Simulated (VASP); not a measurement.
A run of VASP 6.6.1 is set up as follows.

The input INCAR:

```
SYSTEM = HfO2
PREC = Accurate ; ENCUT = 520
EDIFF = 1E-6 ; ISMEAR = 0
SIGMA = 0.05 ; LREAL = .False.
LASPH = .True. ; NELM = 80
ALGO = Normal ; ISIF = 2
LWAVE = .False. ; LCHARG = .False.
GGA = PE ; NBANDS = 18
```

File KPOINTS:

```
regular mesh
0
Gamma
  8 8 8
  0 0 0
```

File POSCAR:

```
HfO2
1.0
    0.0000000000      2.5575000000      2.5575000000
    2.5575000000      0.0000000000      2.5575000000
    2.5575000000      2.5575000000      0.0000000000
Hf O
1 2
Direct
   -0.0244379277      0.0244379277      0.0244379277
    0.2500000000      0.2500000000      0.2500000000
    0.7500000000      0.7500000000      0.7500000000
```

Potentials or basis: VASP PAW PBE potentials, release 64 (Hf_pv, O).

Launch:

```sh
$ cat potpaw_PBE.64/Hf_pv/POTCAR potpaw_PBE.64/O/POTCAR > POTCAR
$ mpirun -np 1 vasp_std > vasp.out
```

**Question.** Predict the pressure.

**Answer.** -4.4 GPa.

**Question.** What does it give for the largest force?

**Answer.** 0.568 eV/Å.

**Question.** What does it give for the band gap on the k mesh?

**Answer.** 3.74 eV, direct.

Forces on the atoms (eV/Å):
```
Hf  -0.568  0.000  0.000
O    0.284  0.000  0.000
O    0.284  0.000  0.000
```

Caveat: the cell differs from its parent crystal (all Hf atoms moved +0.125 Å, as atom 1 along Cartesian [1 0 0]); spin-orbit coupling is left out, which moves the levels of the heavy elements. A k mesh can miss the band edges.
